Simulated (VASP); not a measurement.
# Ta (P6_322) in VASP: single point with PBEsol

Aim: the single point of Ta with PBEsol.

Everything below comes from runs of VASP 6.6.1. Logs are shortened: lines on timing, memory, paths and dates and some standing lists are left out, and cuts for length are marked.

## Step 1: The cell of the first run

The structure is hexagonal, space group P6_322 (No. 182). The conventional cell has a = 4.970 Å, b = 4.970 Å, c = 8.368 Å, α = 90.00°, β = 90.00°, γ = 120.00°. Within 3.5 Å of Ta (site symmetry 2) lie 8 Ta at 2.68 to 2.91 Å. Ta (site symmetry 32) has 6 Ta at 2.68 Å within 3.5 Å.

## Step 2: Single point, PBEsol

INCAR

```
ALGO     = Fast           # electronic algorithm
EDIFF    = 1E-6           # SCF threshold, eV
ENCUT    = 520            # plane-wave cutoff, eV
GGA      = PS             # functional
ISIF     = 2              # what is computed and relaxed
ISMEAR   = 0              # smearing method
LASPH    = True           # aspherical terms in the spheres
LCHARG   = False          # write CHGCAR
LREAL    = Auto         
LWAVE    = False          # write WAVECAR
NBANDS   = 102            # bands
NELM     = 100            # most SCF steps
PREC     = Accurate       # precision mode
SIGMA    = 0.15           # smearing width, eV
```

KPOINTS

```
k-points
0
Gamma
  9 9 3
```

POSCAR

```
Ta
1.0
   -4.9704540615      0.0000000000      0.0000000000
   -2.4852270307     -4.3045394856      0.0000000000
    0.0000000000      0.0000000000     16.7367392103
Ta
16
Direct
    0.3231711699      0.6768288301      0.5000000000
    0.3231711699      0.6768288301      0.0000000000
    0.6768288301      0.0000000000      0.0000000000
    0.6768288301      0.0000000000      0.5000000000
    0.0000000000      0.3231711699      0.5000000000
    0.0000000000      0.3231711699      0.0000000000
    0.6768288301      0.3231711699      0.2500000000
    0.6768288301      0.3231711699      0.7500000000
    0.3231711699      1.0000000000      0.2500000000
    0.3231711699      1.0000000000      0.7500000000
    0.0000000000      0.6768288301      0.2500000000
    0.0000000000      0.6768288301      0.7500000000
    0.6666666667      0.6666666667      0.3750000000
    0.6666666667      0.6666666667      0.8750000000
    0.3333333333      0.3333333333      0.1250000000
    0.3333333333      0.3333333333      0.6250000000
```

Potentials or basis: VASP PAW PBE potentials, release 64 (Ta_pv).

The run is started by

```sh
> cat potpaw_PBE.64/Ta_pv/POTCAR > POTCAR
> mpirun -np 1 vasp_std > vasp.out
```

OUTCAR:

```text
EDIFF = 1E-6
   ENCUT = 520
   GGA = PS
   ISIF = 2
   ISMEAR = 0
   LASPH = True
   LREAL = Auto
   NELM = 100
   PREC = Accurate

 ion  position               nearest neighbor table
   1  0.323  0.677  0.500-  16 2.68  13 2.68   5 2.78   4 2.78   5 2.91   4 2.91   4 2.91   5 2.91

   2  0.323  0.677  0.000-  15 2.68  14 2.68   6 2.78   3 2.78   6 2.91   3 2.91   3 2.91   6 2.91

   3  0.677  0.000  0.000-  14 2.68  15 2.68   6 2.78   2 2.78   2 2.91   6 2.91   2 2.91   6 2.91

   4  0.677  0.000  0.500-  13 2.68  16 2.68   5 2.78   1 2.78   1 2.91   5 2.91   1 2.91   5 2.91

   5  0.000  0.323  0.500-  16 2.68  13 2.68   4 2.78   1 2.78   1 2.91   4 2.91   4 2.91   1 2.91

   6  0.000  0.323  0.000-  15 2.68  14 2.68   3 2.78   2 2.78   2 2.91   3 2.91   3 2.91   2 2.91
[... 7 lines left out ...]
  10  0.323  0.000  0.750-  16 2.68  14 2.68  12 2.78   8 2.78   8 2.91  12 2.91   8 2.91  12 2.91

  11  0.000  0.677  0.250-  13 2.68  15 2.68   9 2.78   7 2.78   7 2.91   9 2.91   9 2.91   7 2.91

  12  0.000  0.677  0.750-  14 2.68  16 2.68  10 2.78   8 2.78   8 2.91  10 2.91  10 2.91   8 2.91

  13  0.667  0.667  0.375-   4 2.68  11 2.68   5 2.68   9 2.68   7 2.68   1 2.68
  14  0.667  0.667  0.875-   3 2.68  12 2.68   6 2.68  10 2.68   8 2.68   2 2.68
  15  0.333  0.333  0.125-   9 2.68   6 2.68  11 2.68   3 2.68   2 2.68   7 2.68
  16  0.333  0.333  0.625-  10 2.68   5 2.68  12 2.68   4 2.68   1 2.68   8 2.68

  LATTYP: Found a hexagonal cell.
 ALAT       =     4.9704540615
 C/A-ratio  =     3.3672455279

  Lattice vectors:

 A1 = (   2.4852270307,   4.3045394856,   0.0000000000)
 A2 = (  -4.9704540615,   0.0000000000,   0.0000000000)
 A3 = (   0.0000000000,   0.0000000000,  16.7367392103)

Analysis of symmetry for initial positions (statically):
=====================================================================
 Subroutine PRICEL returns following result:

  LATTYP: Found a hexagonal cell.
 ALAT       =     4.9704540615
 C/A-ratio  =     1.6836227640

  Lattice vectors:

 A1 = (   2.4852270307,   4.3045394856,   0.0000000000)
 A2 = (  -4.9704540615,   0.0000000000,   0.0000000000)
 A3 = (   0.0000000000,   0.0000000000,   8.3683696052)

   2 primitive cells build up your supercell.

 Routine SETGRP: Setting up the symmetry group for a
 hexagonal supercell.

 Subroutine GETGRP returns: Found 12 space group operations
 (whereof  6 operations were pure point group operations)
 out of a pool of 24 trial point group operations.

The static configuration has the point symmetry D_3 .
 The point group associated with its full space group is D_6 .

Analysis of symmetry for dynamics (positions and initial velocities):
=====================================================================
 Subroutine PRICEL returns following result:

  LATTYP: Found a hexagonal cell.
 ALAT       =     4.9704540615
 C/A-ratio  =     1.6836227640

  Lattice vectors:

 A1 = (   2.4852270307,   4.3045394856,   0.0000000000)
 A2 = (  -4.9704540615,   0.0000000000,   0.0000000000)
 A3 = (   0.0000000000,   0.0000000000,   8.3683696052)

   2 primitive cells build up your supercell.

 Routine SETGRP: Setting up the symmetry group for a
 hexagonal supercell.

 Subroutine GETGRP returns: Found 12 space group operations
 (whereof  6 operations were pure point group operations)
 out of a pool of 24 trial point group operations.

The dynamic configuration has the point symmetry D_3 .
 The point group associated with its full space group is D_6 .

 Subroutine INISYM returns: Found 12 space group operations
 (whereof  6 operations are pure point group operations),
 and found     2 'primitive' translations

----------------------------------------------------------------------------------------

                                     Primitive cell

  volume of cell :     179.0456

  direct lattice vectors                    reciprocal lattice vectors
     2.485227031  4.304539486  0.000000000     0.000000000  0.232312888  0.000000000
    -4.970454061  0.000000000  0.000000000    -0.201188863  0.116156444  0.000000000
     0.000000000  0.000000000  8.368369605     0.000000000  0.000000000  0.119497590

  length of vectors
     4.970454061  4.970454061  8.368369605     0.232312888  0.232312888  0.119497590

  position of ions in fractional coordinates (direct lattice)
     0.323171170  0.323171170  0.000000000
     0.000000000  0.676828830  0.000000000
     0.676828830  0.000000000  0.000000000
     0.676828830  0.676828830  0.500000000
     0.000000000  0.323171170  0.500000000
     0.323171170  0.000000000  0.500000000
     0.333333333  0.666666667  0.750000000
     0.666666667  0.333333333  0.250000000

  ion indices of the primitive-cell ions
   primitive index   ion index
                 1           1
                 2           4
                 3           5
                 4           7
                 5           9
                 6          11
                 7          13
                 8          16

----------------------------------------------------------------------------------------

 KPOINTS: k-points

Automatic generation of k-mesh.
 Grid dimensions read from file:
 generate k-points for:    9    9    3

 Generating k-lattice:

  Cartesian coordinates                     Fractional coordinates (reciprocal lattice)
    -0.022354318  0.012906272  0.000000000     0.111111111 -0.000000000  0.000000000
     0.000000000 -0.025812543  0.000000000     0.000000000  0.111111111  0.000000000
     0.000000000  0.000000000  0.019916265     0.000000000  0.000000000  0.333333333

  Length of vectors
     0.025812543  0.025812543  0.019916265

  Shift w.r.t. Gamma in fractional coordinates (k-lattice)
     0.000000000  0.000000000  0.000000000

 Subroutine IBZKPT returns following result:
 ===========================================

 Found     24 irreducible k-points:

 Following reciprocal coordinates:
            Coordinates               Weight
  0.000000  0.000000  0.000000      1.000000
  0.111111 -0.000000  0.000000      6.000000
  0.222222 -0.000000  0.000000      6.000000
  0.333333 -0.000000  0.000000      6.000000
  0.444444 -0.000000  0.000000      6.000000
  0.222222  0.111111  0.000000      6.000000
[... 16 lines left out ...]
 -0.444444  0.222222  0.333333     24.000000
 -0.333333  0.333333  0.333333      4.000000
   k-points           NKPTS =     24   k-points in BZ     NKDIM =     24   number of bands    NBANDS=    102
   number of dos      NEDOS =    301   number of ions     NIONS =     16
   total plane-waves  NPLWV = 201600
   dimension x,y,z NGX =    40 NGY =   40 NGZ =  126
   dimension x,y,z NGXF=    80 NGYF=   80 NGZF=  252
   ions per type =              16
   NGX,Y,Z   is equivalent  to a cutoff of  13.38, 13.38, 12.52 a.u.
   NGXF,Y,Z  is equivalent  to a cutoff of  26.76, 26.76, 25.03 a.u.
 SYSTEM =  unknown system
   PREC   = accura    normal or accurate (medium, high low for compatibility)
   ISTART =      0    job   : 0-new  1-cont  2-samecut
   ICHARG =      2    charge: 1-file 2-atom 10-const
   ISPIN  =      1    spin polarized calculation?
   LNONCOLLINEAR =      F non collinear calculations
   LSORBIT =      F    spin-orbit coupling
   LASPH  =      T    aspherical Exc in radial PAW
   ENCUT  =  520.0 eV  38.22 Ry    6.18 a.u.   9.24  9.24 31.12*2*pi/ulx,y,z
   NELM   =    100;   NELMIN=  2; NELMDL= -5     # of ELM steps
   EDIFF  = 0.1E-05   stopping-criterion for ELM
   LREAL  =      T    real-space projection
   EDIFFG = 0.1E-04   stopping-criterion for IOM
   NSW    =      0    number of steps for IOM
   IBRION =     -1    ionic relax: 0-MD 1-quasi-New 2-CG
   NFREE  =      0    steps in history (QN), initial steepest desc. (CG)
   ISIF   =      2    stress and relaxation
   ISYM   =      2    0-nonsym 1-usesym 2-fastsym
   POTIM  = 0.5000    time-step for ionic-motion
   TEBEG  =    0.0;   TEEND  =   0.0 temperature during run
   PSTRESS=    0.0 pullay stress
   NELECT =     176.0000    total number of electrons
   NUPDOWN=      -1.0000    fix difference up-down
   EMIN   =  10.00;   EMAX   =-10.00  energy-range for DOS
   EFERMI =   0.00;   METHOD = LEGACY
   ISMEAR =     0;   SIGMA  =   0.15  broadening in eV -4-tet -1-fermi 0-gaus
   EFERMI_NEDOS =   21; number of points for ismear=-14 and -15
   IALGO  =     68    algorithm
   IMIX   =      4    mixing-type and parameters
     AMIX     =   0.40;   BMIX     =  1.00
     AMIX_MAG =   1.60;   BMIX_MAG =  1.00
  volume/ion in A,a.u.               =      22.38       151.03
  Fermi-wavevector in a.u.,A,eV,Ry     =   1.291956  2.441444 22.710182  1.669151
  Thomas-Fermi vector in A             =   2.423694
   LORBIT       =      0    0 simple, 1 ext, 2 COOP (PROOUT), +10 PAW based schemes
   GGA     = PS    functional components
   LHFCALC =     F    Hartree Fock is set to
   AEXX    =    0.0000 exact exchange contribution
   IVDW    =     0    specifies the selected vdW correction
   LEPSILON=     F    determine dielectric tensor
   LRPA    =     F    only Hartree local field effects (RPA)
 non-spin polarized calculation
 RMM-DIIS sequential band-by-band and
 Gauss-broadening in eV      SIGMA  =   0.15
  energy-cutoff  :      520.00
  volume of cell :      358.09
 maximum number of plane-waves:      9664
 NGX is ok and might be reduce to    40
   NGX = 19   NGY = 19   NGZ = 63

 number of electron     175.9999987 magnetization

 Free energy of the ion-electron system (eV)
  ---------------------------------------------------
  ext. energy  EPLUGINS =         0.00000000
  ---------------------------------------------------
  free energy    TOTEN  =      -178.51793628 eV

  energy without entropy =     -178.30241820  energy(sigma->0) =     -178.41017724

 E-fermi :   3.7953     XC(G=0): -11.3526

 val. band max:        3.7933898442   @ k =   0.4444   0.2222   0.3333
 cond. band min:       3.8151527839   @ k =   0.2222   0.1111   0.0000
 fundamental gap:      0.0217629398
 Fermi energy:         3.7952678219

 k-point     1 :       0.0000    0.0000    0.0000
  band No.  band energies     occupation
      1     -31.0660      2.00000
      2     -30.9018      2.00000
      3     -30.9018      2.00000
      4     -30.7313      2.00000
      5     -30.6970      2.00000
      6     -30.6970      2.00000
[... 2461 lines left out ...]
     99       5.0643      0.00000
    100       5.3514      0.00000
 [bands above 100 left out]

------------------------ aborting loop because EDIFF is reached ----------------------------------------

  FORCE on cell =-STRESS in cart. coord.  units (eV):
  Direction    XX          YY          ZZ          XY          YZ          ZX
  --------------------------------------------------------------------------------------
  -------------------------------------------------------------------------------------
  Total        0.3800773      0.3800773      0.3857053     -0.0000000     -0.0000000      0.0000000
  in kB        1.7005481      1.7005481      1.7257290     -0.0000000     -0.0000000      0.0000000
  external PRESSURE =       1.7089418 kB  Pullay stress =       0.0000000 kB

 VOLUME and BASIS-vectors are now :
 -----------------------------------------------------------------------------
  energy-cutoff  :      520.00
  volume of cell :      358.09
      direct lattice vectors                 reciprocal lattice vectors
    -4.970454061  0.000000000  0.000000000    -0.201188863  0.116156444  0.000000000
    -2.485227031 -4.304539486  0.000000000     0.000000000 -0.232312888  0.000000000
     0.000000000  0.000000000 16.736739210     0.000000000  0.000000000  0.059748795

 POSITION                                       TOTAL-FORCE (eV/Angst)
 -----------------------------------------------------------------------------------
     -3.28838     -2.91344      8.36837        -0.001083      0.001877      0.000000
     -3.28838     -2.91344      0.00000        -0.001083      0.001877      0.000000
     -3.36415      0.00000      0.00000         0.002167      0.000000      0.000000
     -3.36415      0.00000      8.36837         0.002167      0.000000      0.000000
     -0.80315     -1.39110      8.36837        -0.001083     -0.001877      0.000000
     -0.80315     -1.39110      0.00000        -0.001083     -0.001877      0.000000
[... 8 lines left out ...]
     -2.48523     -1.43485      2.09209        -0.000000      0.000000      0.000000
     -2.48523     -1.43485     10.46046        -0.000000      0.000000      0.000000
 -----------------------------------------------------------------------------------
    total drift:                               -0.000000      0.000000      0.000000

  FREE ENERGIE OF THE ION-ELECTRON SYSTEM (eV)
  ---------------------------------------------------
  free  energy   TOTEN  =      -178.5179362849 eV

  energy  without entropy=     -178.3024182045  energy(sigma->0) =     -178.41017724
```

Run time: 30 min. Hardware: 1 thread of Intel Xeon 6975P-C (Granite Rapids), shared host; peak memory 0.77 GiB.

Results:

```
Free energy            : -178.5179 eV
Pressure               : 0.2 GPa
Band gap on the k mesh : zero (bands 88 and 89 overlap by 0.51 eV)
```

Forces in eV/Å, atoms in the order of the input:
```
Ta  -0.001  0.002  0.000
Ta  -0.001  0.002  0.000
Ta   0.002  0.000  0.000
Ta   0.002  0.000  0.000
Ta  -0.001 -0.002  0.000
Ta  -0.001 -0.002  0.000
Ta   0.001 -0.002  0.000
Ta   0.001 -0.002  0.000
Ta  -0.002  0.000  0.000
Ta  -0.002  0.000  0.000
Ta   0.001  0.002  0.000
Ta   0.001  0.002  0.000
Ta   0.000  0.000  0.000
Ta   0.000  0.000  0.000
Ta   0.000  0.000  0.000
Ta   0.000  0.000  0.000
```

Caveat: the PAW data sets were made with another functional, which shifts forces and pressure a little; spin-orbit coupling is left out, which moves the levels of the heavy elements.
